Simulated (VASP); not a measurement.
Al, 2 atoms in the cell. Symmetry: P6_3/mmc, No. 194, hexagonal system. Conventional cell: a = 2.760 Å, b = 2.760 Å, c = 4.511 Å, α = 90.00°, β = 90.00°, γ = 120.00°. Al (site symmetry -6m2) has 12 Al at 2.76 Å within 3.6 Å. 

```yaml
Program: VASP 6.6.1
Task: single point
Functional: LDA
Potentials_or_basis: VASP PAW LDA potentials, release 64 (Al)
Cutoff: 520 eV
k_mesh: 18 × 18 × 10
Occupations: gaussian, width 0.15 eV
Spin: no spin polarisation
Dipole_correction: no
Further_INCAR_settings: ALGO = Normal; EDIFF = 1e-07; NBANDS = 10
```

Potentials or basis: VASP PAW LDA potentials, release 64 (Al).

Command:

```console
$ cat potpaw_LDA.64/Al/POTCAR > POTCAR
$ mpirun -np 1 vasp_std > vasp.out
```

Hardware: 1 thread of Intel(R) Xeon(R) 6975P-C (Granite Rapids) (shared host).

**Question.** Estimate the wall time of this run.

**Answer.** It took 19 s on 1 thread of Intel(R) Xeon(R) 6975P-C (Granite Rapids) (shared host), peak memory 0.17 GiB. Counts: scf iterations 10, k points 222.
